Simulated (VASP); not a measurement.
# TiTe2 (P-3m1) in VASP: notebook, part 2 of 2

VASP 6.6.1.

**4. Relaxation of cell and atoms, PBEsol+U**

The input, INCAR:

```
  ALGO = Normal
  EDIFF = 1E-6
  EDIFFG = -0.01
  ENCUT = 600
  GGA = PS
  IBRION = 2
  ISIF = 3
  ISMEAR = -1
  LASPH = T
  LCHARG = F
  LDAU = T
  LDAUJ = 0 0
  LDAUL = -1 2
  LDAUPRINT = 1
  LDAUTYPE = 2
  LDAUU = 0 7
  LMAXMIX = 4
  LREAL = F
  LWAVE = F
  NELM = 150
  NSW = 60
  PREC = Accurate
  SIGMA = 0.05
```

The input, KPOINTS:

```
k-points
0
Gamma
  8 8 4
```

The input, POSCAR:

```
TiTe2
1.0
    3.7770000000      0.0000000000      0.0000000000
   -1.8885000000      3.2709779501      0.0000000000
    0.0000000000      0.0000000000      6.4980000000
Te Ti
2 1
Direct
    0.3333333333      0.6666666667      0.7372000000
    0.6666666667      0.3333333333      0.2628000000
    0.0000000000      0.0000000000      0.0000000000
```

Potentials or basis: VASP PAW PBE potentials, release 64 (Te, Ti_sv).

Run with:

```console
$ cat potpaw_PBE.64/Te/POTCAR potpaw_PBE.64/Ti_sv/POTCAR > POTCAR
$ mpirun -np 1 vasp_std > vasp.out
```

OUTCAR:

```text
EDIFF = 1E-6
   EDIFFG = -0.01
   ENCUT = 600
   GGA = PS
   IBRION = 2
   ISIF = 3
   ISMEAR = -1
   LASPH = T
   LREAL = F
   NELM = 150
   NSW = 60
   PREC = Accurate

 ion  position               nearest neighbor table
   1  0.333  0.667  0.737-   3 2.77   3 2.77   3 2.77
   2  0.667  0.333  0.263-   3 2.77   3 2.77   3 2.77
   3  0.000  0.000  0.000-   1 2.77   2 2.77   2 2.77   1 2.77   2 2.77   1 2.77

  LATTYP: Found a hexagonal cell.
 ALAT       =     3.7770000000
 C/A-ratio  =     1.7204130262

  Lattice vectors:

 A1 = (   3.7770000000,   0.0000000000,   0.0000000000)
 A2 = (  -1.8885000000,   3.2709779501,   0.0000000000)
 A3 = (   0.0000000000,   0.0000000000,   6.4980000000)

Analysis of symmetry for initial positions (statically):
=====================================================================
 Subroutine PRICEL returns:
 Original cell was already a primitive cell.

 Routine SETGRP: Setting up the symmetry group for a
 hexagonal supercell.

 Subroutine GETGRP returns: Found 12 space group operations
 (whereof 12 operations were pure point group operations)
 out of a pool of 24 trial point group operations.

The static configuration has the point symmetry D_3d.

Analysis of symmetry for dynamics (positions and initial velocities):
=====================================================================
 Subroutine PRICEL returns:
 Original cell was already a primitive cell.

 Routine SETGRP: Setting up the symmetry group for a
 hexagonal supercell.

 Subroutine GETGRP returns: Found 12 space group operations
 (whereof 12 operations were pure point group operations)
 out of a pool of 24 trial point group operations.

The dynamic configuration has the point symmetry D_3d.

 Subroutine INISYM returns: Found 12 space group operations
 (whereof 12 operations are pure point group operations),
 and found     1 'primitive' translations

----------------------------------------------------------------------------------------

                                     Primitive cell

  volume of cell :      80.2794

  direct lattice vectors                    reciprocal lattice vectors
     3.777000000  0.000000000  0.000000000     0.264760392  0.152859484  0.000000000
    -1.888500000  3.270977950  0.000000000     0.000000000  0.305718967  0.000000000
     0.000000000  0.000000000  6.498000000     0.000000000  0.000000000  0.153893506

  length of vectors
     3.777000000  3.777000000  6.498000000     0.305718967  0.305718967  0.153893506

  position of ions in fractional coordinates (direct lattice)
     0.333333333  0.666666667  0.737200000
     0.666666667  0.333333333  0.262800000
     0.000000000  0.000000000  0.000000000

  ion indices of the primitive-cell ions
   primitive index   ion index
                 1           1
                 2           2
                 3           3

----------------------------------------------------------------------------------------

 KPOINTS: k-points

[... 88 lines left out ...]
  volume/ion in A,a.u.               =      26.76       180.58
  Fermi-wavevector in a.u.,A,eV,Ry     =   1.094655  2.068597 16.303438  1.198269
  Thomas-Fermi vector in A             =   2.230964
   LORBIT       =      0    0 simple, 1 ext, 2 COOP (PROOUT), +10 PAW based schemes
 LDA+U is selected, type is set to LDAUTYPE =  2
   angular momentum for each species LDAUL =    -1    2
   U (eV)           for each species LDAUU =   0.0  7.0
   J (eV)           for each species LDAUJ =   0.0  0.0
   GGA     = PS    functional components
   LHFCALC =     F    Hartree Fock is set to
   AEXX    =    0.0000 exact exchange contribution
   IVDW    =     0    specifies the selected vdW correction
   LEPSILON=     F    determine dielectric tensor
   LRPA    =     F    only Hartree local field effects (RPA)
 conjugate gradient relaxation of ions
 non-spin polarized calculation
  energy-cutoff  :      600.00
  volume of cell :       80.28
 maximum number of plane-waves:      2714
   NGX = 15   NGY = 15   NGZ = 25

--------------------------------------- Ionic step        1  -------------------------------------------

 number of electron      24.0000002 magnetization

 Free energy of the ion-electron system (eV)
  ---------------------------------------------------
  ext. energy  EPLUGINS =         0.00000000
  ---------------------------------------------------
  free energy    TOTEN  =       -12.75838526 eV

  energy without entropy =      -12.75082888  energy(sigma->0) =      -12.75460707

 E-fermi :   7.3459     XC(G=0): -10.0088

 val. band max:        7.2586041882   @ k =   0.1250   0.0000   0.0000
 cond. band min:       7.3596200804   @ k =   0.5000   0.0000   0.2500
 fundamental gap:      0.1010158922
 Fermi energy:         7.3459464196

 k-point     1 :       0.0000    0.0000    0.0000
  band No.  band energies     occupation
      1     -52.2778      2.00000
      2     -28.5717      2.00000
      3     -28.5717      2.00000
      4     -28.4871      2.00000
      5      -5.6170      2.00000
      6      -4.0659      2.00000
[... 551 lines left out ...]
  FREE ENERGIE OF THE ION-ELECTRON SYSTEM (eV)
  ---------------------------------------------------
  free  energy   TOTEN  =       -12.7821711872 eV

  energy  without entropy=      -12.7752917254  energy(sigma->0) =      -12.77873146

[... ionic steps 4 to 8 ...]

--------------------------------------- Ionic step        9  -------------------------------------------

 number of electron      23.9999997 magnetization

------------------------ aborting loop because EDIFF is reached ----------------------------------------
[... 63 lines left out ...]
  FREE ENERGIE OF THE ION-ELECTRON SYSTEM (eV)
  ---------------------------------------------------
  free  energy   TOTEN  =       -12.7890392741 eV

  energy  without entropy=      -12.7827469520  energy(sigma->0) =      -12.78589311

atom =   3  type =  2  l = 2

 onsite density matrix

spin component  1

  0.1255  0.0000  0.0000  0.1033  0.0000
  0.0000  0.2458  0.0000 -0.0000  0.1033
  0.0000  0.0000  0.0540  0.0000  0.0000
  0.1033 -0.0000  0.0000  0.2458  0.0000
  0.0000  0.1033  0.0000  0.0000  0.1255

spin component  2

  0.1255  0.0000  0.0000  0.1033  0.0000
  0.0000  0.2458  0.0000 -0.0000  0.1033
  0.0000  0.0000  0.0540  0.0000  0.0000
  0.1033 -0.0000  0.0000  0.2458  0.0000
  0.0000  0.1033  0.0000  0.0000  0.1255

 occupancies and eigenvectors

  o =  0.0540  v = -0.0000  0.0000  1.0000  0.0000 -0.0000  0.0000  0.0000  0.0000  0.0000  0.0000      0.0000  0.0000  0.0000  0.0000  0.0000  0.0000  0.0000  0.0000  0.0000  0.0000
  o =  0.0540  v =  0.0000  0.0000  0.0000  0.0000  0.0000 -0.0000  0.0000  1.0000  0.0000 -0.0000      0.0000  0.0000  0.0000  0.0000  0.0000  0.0000  0.0000  0.0000  0.0000  0.0000
  o =  0.0661  v =  0.0000  0.0000  0.0000  0.0000  0.0000 -0.8670  0.0001 -0.0000  0.4982 -0.0002      0.0000  0.0000  0.0000  0.0000  0.0000  0.0000  0.0000  0.0000  0.0000  0.0000
  o =  0.0661  v = -0.8670  0.0001 -0.0000  0.4982 -0.0002  0.0000  0.0000  0.0000  0.0000  0.0000      0.0000  0.0000  0.0000  0.0000  0.0000  0.0000  0.0000  0.0000  0.0000  0.0000
  o =  0.0661  v =  0.0000  0.0000  0.0000  0.0000  0.0000 -0.0002 -0.4982  0.0000  0.0001  0.8670      0.0000  0.0000  0.0000  0.0000  0.0000  0.0000  0.0000  0.0000  0.0000  0.0000
  o =  0.0661  v = -0.0002 -0.4982  0.0000  0.0001  0.8670  0.0000  0.0000  0.0000  0.0000  0.0000      0.0000  0.0000  0.0000  0.0000  0.0000  0.0000  0.0000  0.0000  0.0000  0.0000
  o =  0.3052  v = -0.4982 -0.0000 -0.0000 -0.8670 -0.0000  0.0000  0.0000  0.0000  0.0000  0.0000      0.0000  0.0000  0.0000  0.0000  0.0000  0.0000  0.0000  0.0000  0.0000  0.0000
  o =  0.3052  v =  0.0000  0.0000  0.0000  0.0000  0.0000 -0.4982 -0.0000 -0.0000 -0.8670 -0.0000      0.0000  0.0000  0.0000  0.0000  0.0000  0.0000  0.0000  0.0000  0.0000  0.0000
  o =  0.3052  v =  0.0000 -0.8670 -0.0000  0.0000 -0.4982  0.0000  0.0000  0.0000  0.0000  0.0000      0.0000  0.0000  0.0000  0.0000  0.0000  0.0000  0.0000  0.0000  0.0000  0.0000
  o =  0.3052  v =  0.0000  0.0000  0.0000  0.0000  0.0000  0.0000 -0.8670 -0.0000  0.0000 -0.4982      0.0000  0.0000  0.0000  0.0000  0.0000  0.0000  0.0000  0.0000  0.0000  0.0000

--------------------------------------- Ionic step       11  -------------------------------------------

 number of electron      23.9999997 magnetization

 Free energy of the ion-electron system (eV)
  ---------------------------------------------------
  ext. energy  EPLUGINS =         0.00000000
  ---------------------------------------------------
  free energy    TOTEN  =       -12.78925586 eV

  energy without entropy =      -12.78289740  energy(sigma->0) =      -12.78607663

 E-fermi :   6.6644     XC(G=0):  -9.7008

 val. band max:        6.6012619599   @ k =   0.5000   0.0000   0.5000
 cond. band min:       6.6917276878   @ k =   0.5000   0.0000   0.2500
 fundamental gap:      0.0904657280
 Fermi energy:         6.6644021197

 k-point     1 :       0.0000    0.0000    0.0000
  band No.  band energies     occupation
      1     -53.1295      2.00000
      2     -29.4141      2.00000
      3     -29.4141      2.00000
      4     -29.3259      2.00000
      5      -6.0465      2.00000
      6      -4.6830      2.00000
[... 477 lines left out ...]
  FREE ENERGIE OF THE ION-ELECTRON SYSTEM (eV)
  ---------------------------------------------------
  free  energy   TOTEN  =       -12.7892558606 eV

  energy  without entropy=      -12.7828973994  energy(sigma->0) =      -12.78607663

 reached required accuracy - stopping structural energy minimisation
```

CONTCAR:

```text
TiTe2
   1.00000000000000
     3.8464086869394820   -0.0000000000000000    0.0000000000000000
    -1.9232043434697410    3.3310876362332524    0.0000000000000000
    -0.0000000000000000    0.0000000000000000    6.6693549372029510
  Te              Ti
     2     1
Direct
     0.3333333332999970    0.6666666667000030    0.7439726456602321
     0.6666666667000030    0.3333333332999970    0.2560273543397680
     0.0000000000000000    0.0000000000000000    0.0000000000000000

  0.00000000E+00  0.00000000E+00  0.00000000E+00
  0.00000000E+00  0.00000000E+00  0.00000000E+00
  0.00000000E+00  0.00000000E+00  0.00000000E+00
```

It took 9.2 min on 1 thread of Intel Xeon Platinum 8259CL at 2.50GHz (Skylake/Cascade Lake), shared host; peak memory 0.26 GiB.

Results:

```yaml
Free_energy: -12.7893 eV
Relaxed_volume: 28.48 Å³/atom
Relaxed_cell: a = 3.846 Å, b = 3.846 Å, c = 6.669 Å, α = 90.00°, β = 90.00°, γ = 120.00°
Space_group_after_relaxing_to_0.1_Å: P-3m1 (No. 164)
Energy_gained_by_relaxing: 10.3 meV/atom
Ionic_steps: 11
Pressure_after_relaxing: 0.0 GPa
Largest_force_after_relaxing: 0.004 eV/Å
Band_gap_on_the_k_mesh: zero (bands 12 and 13 overlap by 0.41 eV)
```

Forces on the atoms (eV/Å):
```
Te   0.000  0.000 -0.004
Te   0.000  0.000  0.004
Ti   0.000  0.000  0.000
```

Step by step:
```csv
step,energy change (eV),largest force (eV/Å),pressure (GPa),volume (Å³)
1,0.0000,0.1928,2.61,80.28
2,-0.0096,0.4221,-1.72,85.45
3,-0.0238,0.1666,0.05,83.14
4,-0.0267,0.1117,0.05,83.49
5,-0.0282,0.0325,0.05,83.99
6,-0.0282,0.0364,0.04,83.96
7,-0.0287,0.0353,0.03,84.13
8,-0.0298,0.0322,-0.04,84.61
9,-0.0307,0.0288,-0.18,85.59
10,-0.0307,0.0409,0.21,85.30
11,-0.0309,0.0035,0.00,85.45
```

Final structure:
```xyz
3
Lattice="3.8464 0.0000 0.0000 -1.9232 3.3311 0.0000 0.0000 0.0000 6.6694" Properties=species:S:1:pos:R:3 pbc="T T T"
Te    0.0000    2.2207    4.9618
Te    1.9232    1.1104    1.7075
Ti    0.0000    0.0000    0.0000
```

Levels at points of the mesh, in eV from the Fermi level:
```csv
k point,band 8,band 9,band 10,band 11,band 12,band 13,band 14,band 15,band 16
"(0.00, 0.00, 0.00)",-2.28,-2.28,-0.16,0.34,0.34,0.52,0.52,0.77,2.49
"(0.50, 0.00, 0.00)",-4.21,-3.11,-2.76,-2.37,-1.73,0.07,1.39,1.50,1.98
"(0.00, 0.00, 0.50)",-2.94,-2.23,-2.23,0.12,0.12,0.53,0.53,1.26,2.78
"(0.50, 0.00, 0.50)",-4.89,-2.80,-2.56,-1.66,-1.37,-0.06,1.29,1.71,2.18
```

Eigenvalues of the final occupation matrices:
| site | spin | trace | eigenvalues |
| --- | --- | --- | --- |
| site 3 d | 1 | 0.80 | 0.05 0.07 0.07 0.31 0.31 |
| site 3 d | 2 | 0.80 | 0.05 0.07 0.07 0.31 0.31 |

Caveat: the PAW data sets were made with another functional, which shifts forces and pressure a little; spin-orbit coupling is left out, which moves the levels of the heavy elements; this functional lacks dispersion, which binds layers or chains, so the pressure and a relaxed spacing across them are unreliable; U without spin polarisation on a metal has little footing; the U is typed as a test and isn't derived for this compound. Zero-point motion and thermal expansion aren't in these numbers.

**5. The runs side by side**

```csv
level,U,gap on the mesh (eV),pressure (GPa),relaxed volume (Å³/atom),largest force (eV/Å)
BLYP,-,none,0.0,37.95,0.01
r2SCAN,-,none,0.0,28.34,0.01
PBEsol+U,Ti d U = 7.0 eV,none,0.0,28.48,-
```

Alike in all rows: task relaxation of cell and atoms; potentials or basis VASP PAW PBE potentials, release 64 (Te, Ti_sv); no spin polarisation; cell relaxed; k mesh 8 × 8 × 4; cutoff (eV) 600; smearing fermi-dirac 0.05 eV.

Caveats: the PAW data sets were made with another functional, which shifts forces and pressure a little; spin-orbit coupling is left out, which moves the levels of the heavy elements; this functional lacks dispersion, which binds layers or chains, so the pressure and a relaxed spacing across them are unreliable (at least some runs); the volume moved by over 15 % at a fixed basis, so the end points are rough (at least some runs); U without spin polarisation on a metal has little footing (at least some runs); the U is typed as a test and isn't derived for this compound (at least some runs).

Total energies depend on the potentials used, so only differences within one code and one set of settings carry meaning.

The gap in the log of VASP goes by the Fermi energy; the results here count the filled bands.